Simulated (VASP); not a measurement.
Si: single point with PBEsol

Crystal: Si.

```
Si
1.0
     0.00000    2.71692    2.71692
     2.71692    0.00000    2.71692
     2.71692    2.71692    0.00000
Si
2
Direct
  0.75000 0.75000 0.75000
  0.50000 0.50000 0.50000
```

* Program: VASP 6.6.1
* Task: single point
* Functional: PBEsol
* Potentials or basis: VASP PAW PBE potentials, release 64 (Si)
* Cutoff: 500 eV
* k mesh: 8 × 8 × 8
* Occupations: gaussian, width 0.02 eV
* Spin: no spin polarisation
* Dipole correction: no
* Further INCAR settings: ALGO = Normal; EDIFF = 1e-06; NBANDS = 11

```yaml
Pressure: 0.1 GPa
Band_gap_on_the_k_mesh: 0.51 eV, indirect (least direct gap 2.52 eV)
```

Levels at points of the mesh, in eV from the valence-band top:
```tsv
k point	band 1	band 2	band 3	band 4	band 5	band 6	band 7	band 8	band 9
(0.00, 0.00, 0.00)	-11.98	0.00	0.00	0.00	2.52	2.52	2.52	3.30	7.69
(0.50, 0.00, 0.00)	-9.63	-7.01	-1.20	-1.20	1.46	3.27	3.27	7.51	10.51
(0.50, 0.50, 0.00)	-7.82	-7.82	-2.87	-2.87	0.59	0.59	10.05	10.05	10.93
```

It took 7.9 s on 1 thread of AMD EPYC 7R13 Processor (Zen 3), with other jobs on the host, peak memory 0.12 GiB.

Caveat: the PAW data sets were made with another functional, which shifts forces and pressure a little. A k mesh can miss the band edges.
